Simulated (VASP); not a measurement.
PbS:

```xyz
2
Lattice="2.1541 1.2437 3.5196 -2.1541 1.2437 3.5196 0.0000 -2.4873 3.5196" Properties=species:S:1:pos:R:3 pbc="T T T"
Pb    0.0000    0.0000   10.3537
S     0.0000    0.0000    5.0158
```

Base run:

- Program: VASP 6.6.1
- Functional: PBEsol
- Potentials or basis: VASP PAW PBE potentials, release 64 (Pb_d, S)
- Cutoff: 520 eV
- k mesh: 8 × 8 × 8
- Occupations: fermi-dirac, width 0.05 eV
- Spin: no spin polarisation

Its results: band gap on the k mesh 0.53 eV, direct; pressure -4.7 GPa; largest force 0.021 eV/Å.

Problem. The run is repeated on the same cell with these changes: functional from PBEsol to PBE0; k mesh from 8 × 8 × 8 to 4 × 4 × 4. What comes out?

Solution. Band gap on the k mesh 1.79 eV, direct; pressure -3.3 GPa; largest force 0.048 eV/Å.

Several settings changed at once, so the effect can't be laid on one alone.

Caveats: some runs use coarse meshes; the PAW data sets were made with another functional, which shifts forces and pressure a little; spin-orbit coupling is left out, which moves the levels of the heavy elements.

A k mesh can miss the band edges.
